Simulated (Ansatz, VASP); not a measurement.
**Two plane-wave programs on AlP**

```
Al P
1.0
     0.00000    2.73516    2.73516
     2.73516    0.00000    2.73516
     2.73516    2.73516    0.00000
Al P
1 1
Direct
  0.00000 0.00000 0.00000
  0.25000 0.25000 0.25000
```

Alike in both runs: functional PBEsol; k mesh 8 × 8 × 8; occupations gaussian, width 0.02 eV; no spin polarisation.

Ansatz relaxed the structure, and its values are those at the end. VASP's run is a single point on that final structure, the one shown.

|  | VASP | Ansatz |
| --- | --- | --- |
| version | VASP 6.6.1 | Ansatz 0.2.0 |
| potentials or method | VASP PAW PBE potentials, release 64 (Al, P), cutoff 500 eV | scalar-relativistic, plane waves, PAW |
| valence electrons in the cell | 8 | 8 |

Ansatz gave:

- gap on the k mesh at the Fermi level (eV): 1.45
- least direct gap on the mesh (eV): 3.15
- pressure (GPa): 0.0

Task: Estimate VASP's values.

Result: gap on the k mesh at the Fermi level (eV): 1.45; least direct gap on the mesh (eV): 3.16; pressure (GPa): 0.0.

VASP's potentials were made for PBE, not for PBEsol, and Ansatz warns of the same on its side.
